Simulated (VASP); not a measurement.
# SiGe: single point with r2SCAN

The system is SiGe.

```
Si Ge
1.0
     1.96272    1.13318    6.41060
    -1.96272    1.13318    6.41060
     0.00000   -2.26635    6.41060
Si Ge
2 2
Direct
  0.18612 0.18612 0.18612
  0.81388 0.81388 0.81388
  0.68898 0.68898 0.68898
  0.31102 0.31102 0.31102
```

* Program: VASP 6.6.1
* Task: single point
* Functional: r2SCAN
* Potentials or basis: VASP PAW PBE potentials, release 64 (Si, Ge_d)
* Cutoff: 520 eV
* k mesh: 4 × 4 × 4
* Occupations: gaussian, width 0.01 eV
* Spin: no spin polarisation

| Item | Value |
| --- | --- |
| Pressure | 0.1 GPa |
| Largest force | 0.025 eV/Å |
| Band gap on the k mesh | 0.77 eV (least direct gap 0.80 eV) |

Forces in eV/Å, atoms in the order of the input:
```
Si   0.000  0.000 -0.025
Si   0.000  0.000  0.025
Ge   0.000  0.000  0.013
Ge   0.000  0.000 -0.013
```

Stress tensor (GPa, compression positive):
```
 0.53  0.00  0.00
 0.00  0.53  0.00
 0.00  0.00 -0.86
```

Levels at points of the mesh, in eV from the valence-band top:
```tsv
k point	band 16	band 17	band 18	band 19	band 20	band 21
(0.00, 0.00, 0.00)	-0.11	0.00	0.00	0.80	2.14	2.50
(0.50, 0.00, 0.00)	-3.82	-2.74	-2.32	1.24	2.03	4.44
(0.50, 0.50, 0.00)	-3.22	-1.49	-1.45	0.77	0.83	1.04
(0.50, 0.50, 0.50)	-1.32	-0.65	-0.65	1.54	1.62	3.26
```

It took 10 min on 1 thread of Intel Xeon 8259CL, on a shared host, peak memory 0.42 GiB.

Caveat: the k points lie up to 0.47 Å⁻¹ apart; the PAW data sets were made with another functional, which shifts forces and pressure a little. A k mesh can miss the band edges.
